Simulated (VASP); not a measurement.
# Pb in VASP: further runs

Pb is run at these levels: PBEsol; tasks: single point.

Everything below comes from runs of VASP 6.6.1. Logs are shortened: lines on timing, memory, paths and dates and some standing lists are left out, and cuts for length are marked.

### Step 1. The cell of the first run

The structure is cubic, space group Fd-3m (No. 227). Conventional cell: a = 7.212 Å, b = 7.212 Å, c = 7.212 Å, α = 90.00°, β = 90.00°, γ = 90.00°. Pb (site symmetry -43m) has 4 Pb at 3.12 Å within 4.1 Å.

### Step 2. Single point, PBEsol (strained)

Contents of INCAR:

```
SYSTEM = Pb
ALGO = Normal
EDIFF = 1E-6
ENCUT = 520
GGA = PS
ISIF = 2
ISMEAR = 0
LASPH = .TRUE.
LCHARG = .FALSE.
LREAL = .FALSE.
LWAVE = .FALSE.
NBANDS = 21
NELM = 60
PREC = Accurate
SIGMA = 0.1
```

Contents of KPOINTS:

```
k-points
0
G
  10 10 10
  0 0 0
```

Contents of POSCAR:

```
Pb
1.0
    0.0000000000      3.6061010682      3.6061010682
    3.6061010682      0.0000000000      3.6061010682
    3.6061010682      3.6061010682      0.0000000000
Pb
2
Direct
    0.5000000000      0.5000000000      0.5000000000
    0.7500000000      0.7500000000      0.7500000000
```

Potentials or basis: VASP PAW PBE potentials, release 64 (Pb_d).

On the command line:

```
> cat potpaw_PBE.64/Pb_d/POTCAR > POTCAR
> mpirun -np 1 vasp_std > vasp.out
```

OUTCAR:

```text
SYSTEM = Pb
   EDIFF = 1E-6
   ENCUT = 520
   GGA = PS
   ISIF = 2
   ISMEAR = 0
   LASPH = .TRUE.
   LREAL = .FALSE.
   NELM = 60
   PREC = Accurate

 ion  position               nearest neighbor table
   1  0.500  0.500  0.500-   2 3.12   2 3.12   2 3.12   2 3.12
   2  0.750  0.750  0.750-   1 3.12   1 3.12   1 3.12   1 3.12

  LATTYP: Found a face centered cubic cell.
 ALAT       =     7.2122021364

  Lattice vectors:

 A1 = (   0.0000000000,   3.6061010682,   3.6061010682)
 A2 = (   3.6061010682,   0.0000000000,   3.6061010682)
 A3 = (   3.6061010682,   3.6061010682,   0.0000000000)

Analysis of symmetry for initial positions (statically):
=====================================================================
 Subroutine PRICEL returns:
 Original cell was already a primitive cell.

 Routine SETGRP: Setting up the symmetry group for a
 face centered cubic supercell.

 Subroutine GETGRP returns: Found 48 space group operations
 (whereof 24 operations were pure point group operations)
 out of a pool of 48 trial point group operations.

The static configuration has the point symmetry T_d .
 The point group associated with its full space group is O_h .

Analysis of symmetry for dynamics (positions and initial velocities):
=====================================================================
 Subroutine PRICEL returns:
 Original cell was already a primitive cell.

 Routine SETGRP: Setting up the symmetry group for a
 face centered cubic supercell.

 Subroutine GETGRP returns: Found 48 space group operations
 (whereof 24 operations were pure point group operations)
 out of a pool of 48 trial point group operations.

The dynamic configuration has the point symmetry T_d .
 The point group associated with its full space group is O_h .

 Subroutine INISYM returns: Found 48 space group operations
 (whereof 24 operations are pure point group operations),
 and found     1 'primitive' translations

----------------------------------------------------------------------------------------

                                     Primitive cell

  volume of cell :      93.7872

  direct lattice vectors                    reciprocal lattice vectors
     0.000000000  3.606101068  3.606101068    -0.138653906  0.138653906  0.138653906
     3.606101068  0.000000000  3.606101068     0.138653906 -0.138653906  0.138653906
     3.606101068  3.606101068  0.000000000     0.138653906  0.138653906 -0.138653906

  length of vectors
     5.099797038  5.099797038  5.099797038     0.240155611  0.240155611  0.240155611

  position of ions in fractional coordinates (direct lattice)
     0.500000000  0.500000000  0.500000000
     0.750000000  0.750000000  0.750000000

  ion indices of the primitive-cell ions
   primitive index   ion index
                 1           1
                 2           2

----------------------------------------------------------------------------------------

 KPOINTS: k-points

Automatic generation of k-mesh.
 Grid dimensions read from file:
 generate k-points for:   10   10   10

 Generating k-lattice:

  Cartesian coordinates                     Fractional coordinates (reciprocal lattice)
    -0.013865391  0.013865391  0.013865391     0.100000000  0.000000000  0.000000000
     0.013865391 -0.013865391  0.013865391     0.000000000  0.100000000  0.000000000
     0.013865391  0.013865391 -0.013865391     0.000000000  0.000000000  0.100000000

  Length of vectors
     0.024015561  0.024015561  0.024015561

  Shift w.r.t. Gamma in fractional coordinates (k-lattice)
     0.000000000  0.000000000  0.000000000

 Subroutine IBZKPT returns following result:
 ===========================================

 Found     47 irreducible k-points:

 Following reciprocal coordinates:
            Coordinates               Weight
  0.000000  0.000000  0.000000      1.000000
  0.100000  0.000000  0.000000      8.000000
  0.200000  0.000000  0.000000      8.000000
  0.300000  0.000000  0.000000      8.000000
  0.400000  0.000000  0.000000      8.000000
  0.500000  0.000000  0.000000      4.000000
[... 16 lines left out ...]
  0.300000  0.300000  0.000000      6.000000
  0.400000  0.300000  0.000000     24.000000
 [... further k-points ...]
   k-points           NKPTS =     47   k-points in BZ     NKDIM =     47   number of bands    NBANDS=     21
   number of dos      NEDOS =    301   number of ions     NIONS =      2
   total plane-waves  NPLWV =  64000
   dimension x,y,z NGX =    40 NGY =   40 NGZ =   40
   dimension x,y,z NGXF=    80 NGYF=   80 NGZF=   80
   ions per type =               2
   NGX,Y,Z   is equivalent  to a cutoff of  13.04, 13.04, 13.04 a.u.
   NGXF,Y,Z  is equivalent  to a cutoff of  26.08, 26.08, 26.08 a.u.
 SYSTEM =  Pb
   PREC   = accura    normal or accurate (medium, high low for compatibility)
   ISTART =      0    job   : 0-new  1-cont  2-samecut
   ICHARG =      2    charge: 1-file 2-atom 10-const
   ISPIN  =      1    spin polarized calculation?
   LNONCOLLINEAR =      F non collinear calculations
   LSORBIT =      F    spin-orbit coupling
   LASPH  =      T    aspherical Exc in radial PAW
   ENCUT  =  520.0 eV  38.22 Ry    6.18 a.u.   9.48  9.48  9.48*2*pi/ulx,y,z
   NELM   =     60;   NELMIN=  2; NELMDL= -5     # of ELM steps
   EDIFF  = 0.1E-05   stopping-criterion for ELM
   LREAL  =      F    real-space projection
   EDIFFG = 0.1E-04   stopping-criterion for IOM
   NSW    =      0    number of steps for IOM
   IBRION =     -1    ionic relax: 0-MD 1-quasi-New 2-CG
   NFREE  =      0    steps in history (QN), initial steepest desc. (CG)
   ISIF   =      2    stress and relaxation
   ISYM   =      2    0-nonsym 1-usesym 2-fastsym
   POTIM  = 0.5000    time-step for ionic-motion
   TEBEG  =    0.0;   TEEND  =   0.0 temperature during run
   PSTRESS=    0.0 pullay stress
   NELECT =      28.0000    total number of electrons
   NUPDOWN=      -1.0000    fix difference up-down
   EMIN   =  10.00;   EMAX   =-10.00  energy-range for DOS
   EFERMI =   0.00;   METHOD = LEGACY
   ISMEAR =     0;   SIGMA  =   0.10  broadening in eV -4-tet -1-fermi 0-gaus
   EFERMI_NEDOS =   21; number of points for ismear=-14 and -15
   IALGO  =     38    algorithm
   IMIX   =      4    mixing-type and parameters
     AMIX     =   0.40;   BMIX     =  1.00
     AMIX_MAG =   1.60;   BMIX_MAG =  1.00
  volume/ion in A,a.u.               =      46.89       316.45
  Fermi-wavevector in a.u.,A,eV,Ry     =   1.094157  2.067657 16.288614  1.197179
  Thomas-Fermi vector in A             =   2.230456
   LORBIT       =      0    0 simple, 1 ext, 2 COOP (PROOUT), +10 PAW based schemes
   GGA     = PS    functional components
   LHFCALC =     F    Hartree Fock is set to
   AEXX    =    0.0000 exact exchange contribution
   IVDW    =     0    specifies the selected vdW correction
   LEPSILON=     F    determine dielectric tensor
   LRPA    =     F    only Hartree local field effects (RPA)
 non-spin polarized calculation
 Gauss-broadening in eV      SIGMA  =   0.10
  energy-cutoff  :      520.00
  volume of cell :       93.79
 maximum number of plane-waves:      2565
 NGX is ok and might be reduce to    40
   NGX = 19   NGY = 19   NGZ = 19

 number of electron      28.0000006 magnetization

 Free energy of the ion-electron system (eV)
  ---------------------------------------------------
  ext. energy  EPLUGINS =         0.00000000
  ---------------------------------------------------
  free energy    TOTEN  =        -7.23309005 eV

  energy without entropy =       -7.22896091  energy(sigma->0) =       -7.23102548

 E-fermi :   2.9818     XC(G=0):  -8.0210

 val. band max:        2.9605311899   @ k =   0.1000   0.1000   0.0000
 cond. band min:       3.0235680858   @ k =  -0.4000   0.1000   0.0000
 fundamental gap:      0.0630368959
 Fermi energy:         2.9818289605

 k-point     1 :       0.0000    0.0000    0.0000
  band No.  band energies     occupation
      1     -13.9232      2.00000
      2     -13.9232      2.00000
      3     -13.9232      2.00000
      4     -13.8666      2.00000
      5     -13.8666      2.00000
      6     -13.5671      2.00000
[... 13 lines left out ...]
     20      10.7816      0.00000
     21      10.7816      0.00000

 k-point     2 :       0.1000    0.0000    0.0000
  band No.  band energies     occupation
      1     -13.9303      2.00000
      2     -13.9303      2.00000
      3     -13.9212      2.00000
      4     -13.8566      2.00000
      5     -13.8566      2.00000
      6     -13.5855      2.00000
[... 13 lines left out ...]
     20      10.1715      0.00000
     21      10.1716      0.00000

 k-point     3 :       0.2000    0.0000    0.0000
  band No.  band energies     occupation
      1     -13.9423      2.00000
      2     -13.9423      2.00000
      3     -13.9161      2.00000
      4     -13.8377      2.00000
      5     -13.8377      2.00000
      6     -13.6045      2.00000
[... 13 lines left out ...]
     20       9.8406      0.00000
     21       9.8406      0.00000

 k-point     4 :       0.3000    0.0000    0.0000
  band No.  band energies     occupation
      1     -13.9513      2.00000
      2     -13.9513      2.00000
      3     -13.9094      2.00000
      4     -13.8212      2.00000
      5     -13.8212      2.00000
      6     -13.6187      2.00000
[... 13 lines left out ...]
     20       9.9630      0.00000
     21       9.9630      0.00000

 k-point     5 :       0.4000    0.0000    0.0000
  band No.  band energies     occupation
      1     -13.9561      2.00000
      2     -13.9561      2.00000
      3     -13.9038      2.00000
      4     -13.8115      2.00000
      5     -13.8115      2.00000
      6     -13.6263      2.00000
[... 13 lines left out ...]
     20      10.4994      0.00000
     21      10.4994      0.00000
[... 382 lines left out ...]
     20       9.6479      0.00000
     21      10.7430      0.00000

 k-point    22 :      -0.2000    0.2000    0.0000
  band No.  band energies     occupation
      1     -13.9635      2.00000
      2     -13.9620      2.00000
      3     -13.8883      2.00000
      4     -13.8224      2.00000
      5     -13.7931      2.00000
      6     -13.6512      2.00000
[... 13 lines left out ...]
     20       9.6811      0.00000
     21      10.1774      0.00000

 k-point    23 :       0.3000    0.3000    0.0000
  band No.  band energies     occupation
      1     -13.9567      2.00000
      2     -13.9567      2.00000
      3     -13.9195      2.00000
      4     -13.8029      2.00000
      5     -13.7490      2.00000
      6     -13.7273      2.00000
[... 13 lines left out ...]
     20      10.4236      0.00000
     21      11.7109      0.00000

 k-point    24 :       0.4000    0.3000    0.0000
  band No.  band energies     occupation
      1     -13.9698      2.00000
      2     -13.9632      2.00000
      3     -13.8979      2.00000
      4     -13.7825      2.00000
      5     -13.7525      2.00000
      6     -13.7256      2.00000
[... 13 lines left out ...]
     20      10.8868      0.00000
     21      11.8840      0.00000

 [... further k-points ...]
[... 5 lines left out ...]
  --------------------------------------------------------------------------------------
  -------------------------------------------------------------------------------------
  Total       -1.7103891     -1.7103891     -1.7103891      0.0000000      0.0000000      0.0000000
  in kB      -29.2187632    -29.2187632    -29.2187632      0.0000000      0.0000000      0.0000000
  external PRESSURE =     -29.2187632 kB  Pullay stress =       0.0000000 kB

 VOLUME and BASIS-vectors are now :
 -----------------------------------------------------------------------------
  energy-cutoff  :      520.00
  volume of cell :       93.79
      direct lattice vectors                 reciprocal lattice vectors
     0.000000000  3.606101068  3.606101068    -0.138653906  0.138653906  0.138653906
     3.606101068  0.000000000  3.606101068     0.138653906 -0.138653906  0.138653906
     3.606101068  3.606101068  0.000000000     0.138653906  0.138653906 -0.138653906

 POSITION                                       TOTAL-FORCE (eV/Angst)
 -----------------------------------------------------------------------------------
      3.60610      3.60610      3.60610         0.000000      0.000000      0.000000
      5.40915      5.40915      5.40915        -0.000000     -0.000000     -0.000000
 -----------------------------------------------------------------------------------
    total drift:                               -0.000000     -0.000000      0.000000

  FREE ENERGIE OF THE ION-ELECTRON SYSTEM (eV)
  ---------------------------------------------------
  free  energy   TOTEN  =        -7.2330900536 eV

  energy  without entropy=       -7.2289609064  energy(sigma->0) =       -7.23102548
```

Wall time 54 s (1 thread of Intel Xeon Platinum 8488C (Sapphire Rapids), shared host); peak memory 0.27 GiB.

Results:

```yaml
Free_energy: -7.2331 eV
Pressure: -2.9 GPa
Band_gap_on_the_k_mesh: zero (band 14 reaches 3.33 eV, above the bottom of band 15 at 2.39 eV)
```

Levels at points of the mesh, in eV from the Fermi level:
| k point | band 10 | band 11 | band 12 | band 13 | band 14 | band 15 | band 16 | band 17 | band 18 | band 19 |
| --- | --- | --- | --- | --- | --- | --- | --- | --- | --- | --- |
| (0.00, 0.00, 0.00) | -16.54 | -10.39 | -4.66 | 0.35 | 0.35 | 0.35 | 2.29 | 2.29 | 2.29 | 3.91 |
| (0.50, 0.00, 0.00) | -16.50 | -9.30 | -6.98 | -0.98 | -0.60 | -0.60 | 3.32 | 3.32 | 5.38 | 6.12 |
| (0.50, 0.50, 0.00) | -16.47 | -8.20 | -8.20 | -1.61 | -1.61 | 0.86 | 0.86 | 6.32 | 6.32 | 7.34 |

Caveat: the cell differs from its parent crystal (strained); the PAW data sets were made with another functional, which shifts forces and pressure a little; spin-orbit coupling is left out, which moves the levels of the heavy elements.

### Step 3. Single point, PBEsol (one atom moved)

Contents of INCAR:

```
SYSTEM = Pb
PREC = Accurate
ENCUT = 520
EDIFF = 1E-6
ISMEAR = 0
SIGMA = 0.1
LREAL = .FALSE.
LASPH = .TRUE.
NELM = 60
ALGO = Fast
ISIF = 2
LWAVE = .FALSE.
LCHARG = .FALSE.
GGA = PS
NBANDS = 21
```

Contents of KPOINTS:

```
regular mesh
0
G
  10 10 10
  0 0 0
```

Contents of POSCAR:

```
Pb
1.0
    0.0000000000      3.4390000555      3.4390000555
    3.4390000555      0.0000000000      3.4390000555
    3.4390000555      3.4390000555      0.0000000000
Pb
2
Direct
    0.5000000000      0.5000000000      0.5000000000
    0.7630851990      0.7630851990      0.7369148010
```

Potentials or basis: VASP PAW PBE potentials, release 64 (Pb_d).

On the command line:

```
> cat potpaw_PBE.64/Pb_d/POTCAR > POTCAR
> mpirun -np 1 vasp_std > vasp.out
```

OUTCAR:

```text
SYSTEM = Pb
   PREC = Accurate
   ENCUT = 520
   EDIFF = 1E-6
   ISMEAR = 0
   LREAL = .FALSE.
   LASPH = .TRUE.
   NELM = 60
   ISIF = 2
   GGA = PS

 ion  position               nearest neighbor table
   1  0.500  0.500  0.500-   2 2.93   2 2.93   2 3.03   2 3.03
   2  0.763  0.763  0.737-   1 2.93   1 2.93   1 3.03   1 3.03

  LATTYP: Found a face centered cubic cell.
 ALAT       =     6.8780001110

  Lattice vectors:

 A1 = (   0.0000000000,   3.4390000555,   3.4390000555)
 A2 = (   3.4390000555,   0.0000000000,   3.4390000555)
 A3 = (   3.4390000555,   3.4390000555,   0.0000000000)

Analysis of symmetry for initial positions (statically):
=====================================================================
 Subroutine PRICEL returns:
 Original cell was already a primitive cell.

 Routine SETGRP: Setting up the symmetry group for a
 face centered cubic supercell.

 Subroutine GETGRP returns: Found  8 space group operations
 (whereof  4 operations were pure point group operations)
 out of a pool of 48 trial point group operations.

The static configuration has the point symmetry C_2v.
 The point group associated with its full space group is D_2h.
[... 159 lines left out ...]
  free energy    TOTEN  =        -7.32761094 eV

  energy without entropy =       -7.32487365  energy(sigma->0) =       -7.32624229

 E-fermi :   4.1879     XC(G=0):  -8.6178

 val. band max:        4.1719461773   @ k =   0.0000   0.0000   0.1000
 cond. band min:       4.1971370174   @ k =   0.2000   0.0000   0.0000
 fundamental gap:      0.0251908401
 Fermi energy:         4.1878658481

 k-point     1 :       0.0000    0.0000    0.0000
  band No.  band energies     occupation
      1     -13.0016      2.00000
      2     -12.9765      2.00000
      3     -12.9330      2.00000
      4     -12.8935      2.00000
      5     -12.8895      2.00000
      6     -12.4763      2.00000
[... 565 lines left out ...]
     20      11.8150      0.00000
     21      12.5195      0.00000

 [... further k-points ...]

------------------------ aborting loop because EDIFF is reached ----------------------------------------

  FORCE on cell =-STRESS in cart. coord.  units (eV):
  Direction    XX          YY          ZZ          XY          YZ          ZX
  --------------------------------------------------------------------------------------
  -------------------------------------------------------------------------------------
  Total        0.2438195      0.2438195      0.1722211     -0.6489949      0.0000000      0.0000000
  in kB        4.8023348      4.8023348      3.3921139    -12.7827794      0.0000000      0.0000000
  external PRESSURE =       4.3322612 kB  Pullay stress =       0.0000000 kB

 VOLUME and BASIS-vectors are now :
 -----------------------------------------------------------------------------
  energy-cutoff  :      520.00
  volume of cell :       81.34
      direct lattice vectors                 reciprocal lattice vectors
     0.000000000  3.439000056  3.439000056    -0.145391100  0.145391100  0.145391100
     3.439000056  0.000000000  3.439000056     0.145391100 -0.145391100  0.145391100
     3.439000056  3.439000056  0.000000000     0.145391100  0.145391100 -0.145391100

 POSITION                                       TOTAL-FORCE (eV/Angst)
 -----------------------------------------------------------------------------------
      3.43900      3.43900      3.43900         0.000000      0.000000      0.439310
      5.15850      5.15850      5.24850        -0.000000     -0.000000     -0.439310
 -----------------------------------------------------------------------------------
    total drift:                                0.000000      0.000000     -0.000018

  FREE ENERGIE OF THE ION-ELECTRON SYSTEM (eV)
  ---------------------------------------------------
  free  energy   TOTEN  =        -7.3276109421 eV

  energy  without entropy=       -7.3248736452  energy(sigma->0) =       -7.32624229
```

stdout:

```text
POSCAR found type information on POSCAR Pb
 POSCAR found :  1 types and       2 ions
 scaLAPACK will be used
 -----------------------------------------------------------------------------
|                                                                             |
|                                                                             |
|     You enforced a specific xc type in the INCAR file but a different       |
|     I HOPE YOU KNOW WHAT YOU ARE DOING!                                     |
|                                                                             |
 -----------------------------------------------------------------------------

 LDA part: xc-table for (Slater+PW92), standard interpolation
 POSCAR, INCAR and KPOINTS ok, starting setup
 FFT: planning ... GRIDC
 FFT: planning ... GRID_SOFT
 FFT: planning ... GRID
 WAVECAR not read
 entering main loop
```

Wall time 3.4 min (1 thread of Intel Xeon Platinum 8488C (Sapphire Rapids), shared host); peak memory 0.37 GiB.

Results:

| Item | Value |
| --- | --- |
| Free energy | -7.3276 eV |
| Pressure | 0.4 GPa |
| Largest force | 0.439 eV/Å |
| Band gap on the k mesh | zero (band 14 reaches 4.58 eV, above the bottom of band 15 at 3.56 eV) |

Forces in eV/Å, atoms in the order of the input:
```
Pb   0.000  0.000  0.439
Pb   0.000  0.000 -0.439
```

Caveat: the cell differs from its parent crystal (one atom moved); the PAW data sets were made with another functional, which shifts forces and pressure a little; spin-orbit coupling is left out, which moves the levels of the heavy elements.

(Part 1 of 2 ends here.)
